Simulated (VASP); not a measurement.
Wanted: the native input for a VASP 6.6.1 run.

```yaml
Task: single point
Functional: r2SCAN
Potentials_or_basis: VASP PAW PBE potentials, release 64 (Na_pv, Ca_sv)
Cutoff: 520 eV
k_mesh: 3 × 3 × 3
Occupations: methfessel-paxton, width 0.1 eV
Spin: no spin polarisation
Dipole_correction: no
Further_INCAR_settings: ALGO = Normal; EDIFF = 1e-06; NBANDS = 26
```

The system is NaCa3.

```
Na Ca
1.0
     0.00000    4.34455    4.34455
     4.34455    0.00000    4.34455
     4.34455    4.34455    0.00000
Na Ca
1 3
Direct
  0.02795 0.98999 0.99939
  0.22536 0.24758 0.26093
  0.71926 0.75369 0.72848
  0.47412 0.49674 0.55430
```

One way to write it, as run:

POSCAR

```
NaCa3
1.0
    0.0000000000      4.3445468686      4.3445468686
    4.3445468686      0.0000000000      4.3445468686
    4.3445468686      4.3445468686      0.0000000000
Na Ca
1 3
Direct
    0.0279500000      0.9899900000      0.9993900000
    0.2253600000      0.2475800000      0.2609300000
    0.7192600000      0.7536900000      0.7284800000
    0.4741200000      0.4967400000      0.5543000000
```

INCAR.step1

```
SYSTEM = NaCa3
PREC = Accurate ; ENCUT = 520
ISMEAR = 1 ; SIGMA = 0.1
LREAL = .False. ; LASPH = .True.
NELM = 80 ; NBANDS = 26
GGA = PE ; ALGO = Normal
EDIFF = 1E-4 ; LWAVE = .True.
LCHARG = .False.
```

INCAR.step2

```
SYSTEM = NaCa3
PREC = Accurate ; ENCUT = 520
EDIFF = 1E-6 ; ISMEAR = 1
SIGMA = 0.1 ; LREAL = .False.
LASPH = .True. ; NELM = 80
ALGO = Normal ; ISIF = 2
LWAVE = .False. ; LCHARG = .False.
METAGGA = R2SCAN ; LMIXTAU = .True.
NBANDS = 26 ; ISTART = 1
```

KPOINTS

```
Automatic mesh
0
Gamma
  3 3 3
  0 0 0
```

Potentials or basis: VASP PAW PBE potentials, release 64 (Na_pv, Ca_sv).

The run is started by

```bash
$ cat potpaw_PBE.64/Na_pv/POTCAR potpaw_PBE.64/Ca_sv/POTCAR > POTCAR
$ cp INCAR.step1 INCAR
$ mpirun -np 1 vasp_std > vasp.out
$ cp INCAR.step2 INCAR
$ mpirun -np 1 vasp_std > vasp.out
```

Results of the run:

The pressure is 0.7 GPa. The largest force is 0.876 eV/Å.

Caveat: the k points lie up to 0.42 Å⁻¹ apart; the PAW data sets were made with another functional, which shifts forces and pressure a little.

Run time: 2.2 min on 1 thread of Intel(R) Xeon(R) 6975P-C (Granite Rapids), on a shared host, peak memory 0.36 GiB.
